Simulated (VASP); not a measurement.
A run of VASP 6.6.1:

File INCAR:

```
PREC     = Accurate       # precision mode
ENCUT    = 520            # plane-wave cutoff, eV
EDIFF    = 1E-6           # SCF threshold, eV
ISMEAR   = -1             # smearing method
SIGMA    = 0.1            # smearing width, eV
LREAL    = F              # projectors in reciprocal space
LASPH    = T              # aspherical terms in the spheres
NELM     = 80             # most SCF steps
ALGO     = Normal         # electronic algorithm
ISIF     = 2              # what is computed and relaxed
LWAVE    = F              # write WAVECAR
LCHARG   = T              # write CHGCAR
GGA      = CA             # functional
LELF     = T              # ELF
LVHAR    = T            
NBANDS   = 18             # bands
```

File KPOINTS:

```
regular mesh
0
Gamma
  6 6 6
```

The input POSCAR:

```
Sb2Au
1.0
    0.0000000000      3.3280000000      3.3280000000
    3.3280000000      0.0000000000      3.3280000000
    3.3280000000      3.3280000000      0.0000000000
Sb Au
2 1
Direct
    0.2500000000      0.2500000000      0.2500000000
    0.7500000000      0.7500000000      0.7500000000
    0.0000000000      0.0000000000      0.0000000000
```

Potentials or basis: VASP PAW LDA potentials, release 64 (Sb, Au).

Run with:

```console
$ cat potpaw_LDA.64/Sb/POTCAR potpaw_LDA.64/Au/POTCAR > POTCAR
$ mpirun -np 1 vasp_std > vasp.out
```

Hardware: 1 thread of Intel(R) Xeon(R) 6975P-C (Granite Rapids), with other jobs on the host.

Q: How long does it take, and how much memory?

A: Run time: 8.9 s on 1 thread of Intel(R) Xeon(R) 6975P-C (Granite Rapids) (shared host), peak memory 0.18 GiB. Counts: scf iterations 12, k points 16.
